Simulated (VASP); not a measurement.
# GaSb (F-43m) in VASP: further runs

The runs below take GaSb through single point, relaxation of cell and atoms, with LDA.

Program: VASP 6.6.1. These are calculated values, not measurements. Logs are shortened: lines on timing, memory, paths and dates and some standing lists are left out, and cuts for length are marked.

## 1. The cell of the first run

It takes space group F-43m (No. 216, cubic). The conventional cell has a = 6.049 Å, b = 6.049 Å, c = 6.049 Å, α = 90.00°, β = 90.00°, γ = 90.00°. Within 3.5 Å of Ga (site symmetry -43m) lie 4 Sb at 2.62 Å. Sb (site symmetry -43m) has 4 Ga at 2.62 Å within 3.5 Å.

## 2. Single point, LDA

The input, INCAR:

```
SYSTEM = GaSb
ALGO = Normal
EDIFF = 1E-6
ENCUT = 500
GGA = CA
GGA_COMPAT = .False.
ISIF = 2
ISMEAR = 0
ISYM = 0
LASPH = .True.
LCHARG = .False.
LREAL = .False.
LWAVE = .False.
NBANDS = 21
NELM = 120
PREC = Accurate
SIGMA = 0.1
```

The input, KPOINTS:

```
k-points
0
Gamma
  8 8 11
  0 0 0
```

The input, POSCAR:

```
GaSb
1.0
    4.2771263939      0.0000000000      0.0000000000
    0.0000000000      4.2771263939      0.0000000000
   -2.1385631969     -2.1385631969      3.0243850771
Ga Sb
1 1
Direct
    0.0000000000      0.0000000000      0.0000000000
    0.7500000000      0.2500000000      0.5000000000
```

Potentials or basis: VASP PAW LDA potentials, release 64 (Ga_d, Sb_d_GW).

On the command line:

```console
$ cat potpaw_LDA.64/Ga_d/POTCAR potpaw_LDA.64/Sb_d_GW/POTCAR > POTCAR
$ mpirun -np 1 vasp_std > vasp.out
```

OUTCAR:

```text
SYSTEM = GaSb
   EDIFF = 1E-6
   ENCUT = 500
   GGA = CA
   ISIF = 2
   ISMEAR = 0
   ISYM = 0
   LASPH = .True.
   LREAL = .False.
   NELM = 120
   PREC = Accurate

 ion  position               nearest neighbor table
   1  0.000  0.000  0.000-   2 2.62   2 2.62   2 2.62   2 2.62
   2  0.750  0.250  0.500-   1 2.62   1 2.62   1 2.62   1 2.62

IMPORTANT INFORMATION: All symmetrisations will be switched off!
NOSYMM: (Re-)initialisation of all symmetry stuff for point group C_1.

----------------------------------------------------------------------------------------

                                     Primitive cell

  volume of cell :      55.3275

  direct lattice vectors                    reciprocal lattice vectors
     4.277126394  0.000000000  0.000000000     0.233801835  0.000000000  0.165322863
     0.000000000  4.277126394  0.000000000     0.000000000  0.233801835  0.165322863
    -2.138563197 -2.138563197  3.024385077     0.000000000  0.000000000  0.330645726

  length of vectors
     4.277126394  4.277126394  4.277126394     0.286347599  0.286347599  0.330645726

  position of ions in fractional coordinates (direct lattice)
     0.000000000  0.000000000  0.000000000
     0.750000000  0.250000000  0.500000000

  ion indices of the primitive-cell ions
   primitive index   ion index
                 1           1
                 2           2

----------------------------------------------------------------------------------------

 KPOINTS: k-points

Automatic generation of k-mesh.
 Grid dimensions read from file:
 generate k-points for:    8    8   11

 Generating k-lattice:

  Cartesian coordinates                     Fractional coordinates (reciprocal lattice)
     0.029225229  0.000000000  0.020665358     0.125000000  0.000000000 -0.000000000
     0.000000000  0.029225229  0.020665358     0.000000000  0.125000000 -0.000000000
     0.000000000  0.000000000  0.030058702     0.000000000  0.000000000  0.090909091

  Length of vectors
     0.035793450  0.035793450  0.030058702

  Shift w.r.t. Gamma in fractional coordinates (k-lattice)
     0.000000000  0.000000000  0.000000000

 -----------------------------------------------------------------------------
|                                                                             |
|           W    W    AA    RRRRR   N    N  II  N    N   GGGG   !!!           |
|           W    W   A  A   R    R  NN   N  II  NN   N  G    G  !!!           |
|           W    W  A    A  R    R  N N  N  II  N N  N  G       !!!           |
|           W WW W  AAAAAA  RRRRR   N  N N  II  N  N N  G  GGG   !            |
|           WW  WW  A    A  R   R   N   NN  II  N   NN  G    G                |
|           W    W  A    A  R    R  N    N  II  N    N   GGGG   !!!           |
|                                                                             |
|     Your reciprocal lattice and k-lattice belong to different lattice       |
|     classes:                                                                |
|                                                                             |
|        The reciprocal lattice is body-centered cubic,                       |
|        whereas your k-lattice is base-centered monoclinic.                  |
|                                                                             |
|     Results are often still useful ...                                      |
|                                                                             |
 -----------------------------------------------------------------------------

 WARNING: IBZKPT: internal override: KBLOWUP is changed to .FALSE.
      ... skipping the blow-up phase ...

 Subroutine IBZKPT returns following result:
 ===========================================

 Found    354 irreducible k-points:

 Following reciprocal coordinates:
            Coordinates               Weight
  0.000000  0.000000  0.000000      1.000000
  0.125000  0.000000 -0.000000      2.000000
  0.250000  0.000000 -0.000000      2.000000
  0.375000  0.000000  0.000000      2.000000
  0.500000  0.000000 -0.000000      1.000000
  0.000000  0.125000 -0.000000      2.000000
[... 16 lines left out ...]
  0.125000  0.375000 -0.000000      2.000000
  0.250000  0.375000  0.000000      2.000000
 [... further k-points ...]
   k-points           NKPTS =    354   k-points in BZ     NKDIM =    354   number of bands    NBANDS=     21
   number of dos      NEDOS =    301   number of ions     NIONS =      2
   total plane-waves  NPLWV =  32768
   dimension x,y,z NGX =    32 NGY =   32 NGZ =   32
   dimension x,y,z NGXF=    64 NGYF=   64 NGZF=   64
   ions per type =               1   1
   NGX,Y,Z   is equivalent  to a cutoff of  12.44, 12.44, 12.44 a.u.
   NGXF,Y,Z  is equivalent  to a cutoff of  24.88, 24.88, 24.88 a.u.
 SYSTEM =  GaSb
   PREC   = accura    normal or accurate (medium, high low for compatibility)
   ISTART =      0    job   : 0-new  1-cont  2-samecut
   ICHARG =      2    charge: 1-file 2-atom 10-const
   ISPIN  =      1    spin polarized calculation?
   LNONCOLLINEAR =      F non collinear calculations
   LSORBIT =      F    spin-orbit coupling
   LASPH  =      T    aspherical Exc in radial PAW
   ENCUT  =  500.0 eV  36.75 Ry    6.06 a.u.   7.80  7.80  7.80*2*pi/ulx,y,z
   NELM   =    120;   NELMIN=  2; NELMDL= -5     # of ELM steps
   EDIFF  = 0.1E-05   stopping-criterion for ELM
   LREAL  =      F    real-space projection
   EDIFFG = 0.1E-04   stopping-criterion for IOM
   NSW    =      0    number of steps for IOM
   IBRION =     -1    ionic relax: 0-MD 1-quasi-New 2-CG
   NFREE  =      0    steps in history (QN), initial steepest desc. (CG)
   ISIF   =      2    stress and relaxation
   ISYM   =      0    0-nonsym 1-usesym 2-fastsym
   POTIM  = 0.5000    time-step for ionic-motion
   TEBEG  =    0.0;   TEEND  =   0.0 temperature during run
   PSTRESS=    0.0 pullay stress
   NELECT =      28.0000    total number of electrons
   NUPDOWN=      -1.0000    fix difference up-down
   EMIN   =  10.00;   EMAX   =-10.00  energy-range for DOS
   EFERMI =   0.00;   METHOD = LEGACY
   ISMEAR =     0;   SIGMA  =   0.10  broadening in eV -4-tet -1-fermi 0-gaus
   EFERMI_NEDOS =   21; number of points for ismear=-14 and -15
   IALGO  =     38    algorithm
   IMIX   =      4    mixing-type and parameters
     AMIX     =   0.40;   BMIX     =  1.00
     AMIX_MAG =   1.60;   BMIX_MAG =  1.00
  volume/ion in A,a.u.               =      27.66       186.68
  Fermi-wavevector in a.u.,A,eV,Ry     =   1.304609  2.465354 23.157185  1.702005
  Thomas-Fermi vector in A             =   2.435533
   LORBIT       =      0    0 simple, 1 ext, 2 COOP (PROOUT), +10 PAW based schemes
   GGA     = CA    functional components
   LHFCALC =     F    Hartree Fock is set to
   AEXX    =    0.0000 exact exchange contribution
   IVDW    =     0    specifies the selected vdW correction
   LEPSILON=     F    determine dielectric tensor
   LRPA    =     F    only Hartree local field effects (RPA)
 non-spin polarized calculation
 Gauss-broadening in eV      SIGMA  =   0.10
  energy-cutoff  :      500.00
  volume of cell :       55.33
 maximum number of plane-waves:      1419
   NGX = 15   NGY = 15   NGZ = 15

 number of electron      27.9999978 magnetization

 Free energy of the ion-electron system (eV)
  ---------------------------------------------------
  ext. energy  EPLUGINS =         0.00000000
  ---------------------------------------------------
  free energy    TOTEN  =        -8.68223630 eV

  energy without entropy =       -8.68204114  energy(sigma->0) =       -8.68213872

 E-fermi :   4.0244     XC(G=0):  -9.7814

 val. band max:        3.9388619005   @ k =   0.0000   0.0000   0.0000
 cond. band min:       4.0522177329   @ k =   0.0000   0.0000   0.0000
 fundamental gap:      0.1133558324
 Fermi energy:         4.0243913521

 k-point     1 :       0.0000    0.0000    0.0000
  band No.  band energies     occupation
      1     -24.8177      2.00000
      2     -24.8176      2.00000
      3     -24.8170      2.00000
      4     -24.7939      2.00000
      5     -24.7929      2.00000
      6     -11.2645      2.00000
[... 13 lines left out ...]
     20      12.8610      0.00000
     21      12.8613      0.00000

 k-point     2 :       0.1250    0.0000   -0.0000
  band No.  band energies     occupation
      1     -24.8175      2.00000
      2     -24.8171      2.00000
      3     -24.8165      2.00000
      4     -24.7938      2.00000
      5     -24.7928      2.00000
      6     -11.2692      2.00000
[... 13 lines left out ...]
     20      11.8865      0.00000
     21      11.8866      0.00000

 k-point     3 :       0.2500    0.0000   -0.0000
  band No.  band energies     occupation
      1     -24.8172      2.00000
      2     -24.8159      2.00000
      3     -24.8154      2.00000
      4     -24.7934      2.00000
      5     -24.7925      2.00000
      6     -11.2806      2.00000
[... 13 lines left out ...]
     20      11.6523      0.00000
     21      11.6525      0.00000

 k-point     4 :       0.3750    0.0000    0.0000
  band No.  band energies     occupation
      1     -24.8170      2.00000
      2     -24.8148      2.00000
      3     -24.8143      2.00000
      4     -24.7930      2.00000
      5     -24.7921      2.00000
      6     -11.2918      2.00000
[... 13 lines left out ...]
     20      12.6524      0.00000
     21      12.6526      0.00000

 k-point     5 :       0.5000    0.0000   -0.0000
  band No.  band energies     occupation
      1     -24.8169      2.00000
      2     -24.8144      2.00000
      3     -24.8139      2.00000
      4     -24.7928      2.00000
      5     -24.7919      2.00000
      6     -11.2963      2.00000
[... 13 lines left out ...]
     20      13.9929      0.00000
     21      13.9960      0.00000
[... 382 lines left out ...]
     20      11.9438      0.00000
     21      12.7333      0.00000

 k-point    22 :       0.0000    0.3750    0.0000
  band No.  band energies     occupation
      1     -24.8170      2.00000
      2     -24.8148      2.00000
      3     -24.8143      2.00000
      4     -24.7930      2.00000
      5     -24.7921      2.00000
      6     -11.2918      2.00000
[... 13 lines left out ...]
     20      12.6524      0.00000
     21      12.6526      0.00000

 k-point    23 :       0.1250    0.3750   -0.0000
  band No.  band energies     occupation
      1     -24.8167      2.00000
      2     -24.8146      2.00000
      3     -24.8137      2.00000
      4     -24.7930      2.00000
      5     -24.7920      2.00000
      6     -11.2965      2.00000
[... 13 lines left out ...]
     20      12.2468      0.00000
     21      13.7248      0.00000

 k-point    24 :       0.2500    0.3750    0.0000
  band No.  band energies     occupation
      1     -24.8169      2.00000
      2     -24.8140      2.00000
      3     -24.8124      2.00000
      4     -24.7932      2.00000
      5     -24.7919      2.00000
      6     -11.3030      2.00000
[... 13 lines left out ...]
     20      12.2644      0.00000
     21      14.3935      0.00000

 [... further k-points ...]

------------------------ aborting loop because EDIFF is reached ----------------------------------------

  FORCE on cell =-STRESS in cart. coord.  units (eV):
  Direction    XX          YY          ZZ          XY          YZ          ZX
  --------------------------------------------------------------------------------------
  -------------------------------------------------------------------------------------
  Total        0.0242435      0.0242413      0.0030261      0.0002336     -0.0005033     -0.0005147
  in kB        0.7020449      0.7019799      0.0876293      0.0067646     -0.0145744     -0.0149033
  external PRESSURE =       0.4972181 kB  Pullay stress =       0.0000000 kB

 VOLUME and BASIS-vectors are now :
 -----------------------------------------------------------------------------
  energy-cutoff  :      500.00
  volume of cell :       55.33
      direct lattice vectors                 reciprocal lattice vectors
     4.277126394  0.000000000  0.000000000     0.233801835  0.000000000  0.165322863
     0.000000000  4.277126394  0.000000000     0.000000000  0.233801835  0.165322863
    -2.138563197 -2.138563197  3.024385077     0.000000000  0.000000000  0.330645726

 POSITION                                       TOTAL-FORCE (eV/Angst)
 -----------------------------------------------------------------------------------
      0.00000      0.00000      0.00000        -0.000117      0.000116     -0.000008
      2.13856      0.00000      1.51219         0.000117     -0.000116      0.000008
 -----------------------------------------------------------------------------------
    total drift:                                0.000027      0.000007     -0.000000

  FREE ENERGIE OF THE ION-ELECTRON SYSTEM (eV)
  ---------------------------------------------------
  free  energy   TOTEN  =        -8.6822362976 eV

  energy  without entropy=       -8.6820411377  energy(sigma->0) =       -8.68213872
```

Run time: 4.2 min. Hardware: 1 thread of Intel Xeon Platinum 8375C at 2.90GHz (Ice Lake), shared host; peak memory 0.54 GiB.

What came out:

```
Free energy : -8.6822 eV
Pressure    : 0.0 GPa
```

Levels at points of the mesh, in eV from the Fermi level:
```
           k point  band 10  band 11  band 12  band 13  band 14  band 15  band 16  band 17  band 18  band 19
(0.00, 0.00, 0.00)   -15.23   -11.84    -0.09    -0.09    -0.09     0.03     2.68     2.68     2.68     5.57
(0.50, 0.00, 0.00)   -15.23   -10.14    -6.65    -1.29    -1.29     0.29     3.66     3.66     6.23     9.34
(0.00, 0.50, 0.00)   -15.23   -10.14    -6.65    -1.29    -1.29     0.29     3.66     3.66     6.23     9.34
(0.50, 0.50, 0.00)   -15.23    -9.27    -7.08    -2.78    -2.78     0.72     1.03     8.77     8.78    10.14
```

Caveat: spin-orbit coupling is left out, which moves the levels of the heavy elements.

(Continued in part 2 of 2.)
